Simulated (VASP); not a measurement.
Runs of VASP 6.6.1 on Mg5Cd3O8. The structure is that of space group R-3m (No. 166), or close to it. The cells are those of the table. 

```csv
task,cell,k mesh,cutoff (eV),smearing,gap on the mesh (eV),pressure (GPa),largest force (eV/Å)
relaxation of cell and atoms,"relaxed from a = 6.230, b = 6.230, c = 6.262 Å, angles 60.2, 60.2, 60.0°, 16 atoms",6 × 6 × 6,600,gaussian 0.02 eV,1.75,0.0,-
single point,"a = 6.228, b = 6.228, c = 6.268 Å, angles 60.2, 60.2, 60.0°, 16 atoms",6 × 6 × 6,520,gaussian 0.02 eV,1.77,0.6,0.13
single point,"a = 6.228, b = 6.228, c = 6.268 Å, angles 60.2, 60.2, 60.0°, 16 atoms",3 × 3 × 6,520,gaussian 0.02 eV,1.77,0.6,0.13
single point,"a = 6.230, b = 6.230, c = 6.262 Å, angles 60.2, 60.2, 60.0°, 16 atoms",4 × 4 × 4,520,gaussian 0.1 eV,1.77,0.7,(a)
```

Alike in all rows: level PBEsol; potentials or basis VASP PAW PBE potentials, release 64 (Cd, Mg, O); no spin polarisation.

Q: Estimate the missing entries.

A: (a) 0.16.

Caveats: the PAW data sets were made with another functional, which shifts forces and pressure a little.

A k mesh can miss the band edges, and the runs leave out spin-orbit coupling on Cd.
